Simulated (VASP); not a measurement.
A run of VASP 6.6.1:

INCAR

```
PREC = Accurate
ENCUT = 520
EDIFF = 1E-6
ISMEAR = -1
SIGMA = 0.05
LREAL = False
LASPH = True
NELM = 60
ALGO = Normal
ISIF = 2
LWAVE = False
LCHARG = False
GGA = PE
IVDW = 12
NBANDS = 22
```

The input KPOINTS:

```
regular mesh
0
Gamma
  7 7 3
```

The input POSCAR:

```
Br
1.0
    3.5128097263     -2.0812477193      0.0000000000
    3.5128097263      2.0812477193      0.0000000000
    0.0000000000      0.0000000000      8.5803230402
Br
4
Direct
    0.3496731888      0.6503268112      0.3808854053
    0.1503268112      0.8496731888      0.8808854053
    0.6503268112      0.3496731888      0.6191145947
    0.8496731888      0.1503268112      0.1191145947
```

Potentials or basis: VASP PAW PBE potentials, release 64 (Br).

The run is started by

```sh
$ cat potpaw_PBE.64/Br/POTCAR > POTCAR
$ mpirun -np 1 vasp_std > vasp.out
```

Hardware: 1 thread of Oxide Virtual Turin-like Processor (shared host).

**Question.** Estimate the wall time of this run.

**Answer.** It took 84 s on 1 thread of Oxide Virtual Turin-like Processor, with other jobs on the host, peak memory 0.22 GiB. Counts: scf iterations 12, k points 32.
